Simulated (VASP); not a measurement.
**KI: single point with PBEsol**

KI:

```
K I
1.0
     0.00000    3.63395    3.63395
     3.63395    0.00000    3.63395
     3.63395    3.63395    0.00000
K I
1 1
Direct
  0.00000 0.00000 0.00000
  0.50000 0.50000 0.50000
```

This cell differs from its parent crystal: functional PBEsol, strained.

* Program: VASP 6.6.1
* Task: single point
* Functional: PBEsol
* Potentials or basis: VASP PAW PBE potentials, release 64 (K_sv, I)
* Cutoff: 520 eV
* k mesh: 6 × 6 × 6
* Occupations: gaussian, width 0.02 eV
* Spin: no spin polarisation

| Property | Result |
| --- | --- |
| Pressure | -1.0 GPa |
| Band gap on the k mesh | 3.65 eV, direct |

Levels at points of the mesh, in eV from the valence-band top:
| k point | band 5 | band 6 | band 7 | band 8 | band 9 | band 10 | band 11 | band 12 |
| --- | --- | --- | --- | --- | --- | --- | --- | --- |
| (0.00, 0.00, 0.00) | -10.42 | 0.00 | 0.00 | 0.00 | 3.65 | 6.46 | 6.46 | 6.46 |
| (0.50, 0.00, 0.00) | -10.22 | -1.16 | -0.28 | -0.28 | 5.30 | 7.34 | 7.90 | 7.90 |
| (0.50, 0.50, 0.00) | -10.31 | -0.89 | -0.33 | -0.33 | 4.96 | 5.49 | 7.98 | 8.25 |

Wall time 45 s on 1 thread of Intel Xeon 8259CL (shared host), peak memory 0.24 GiB.

Caveat: the cell differs from its parent crystal (functional PBEsol, strained); the PAW data sets were made with another functional, which shifts forces and pressure a little; spin-orbit coupling is left out, which moves the levels of the heavy elements.
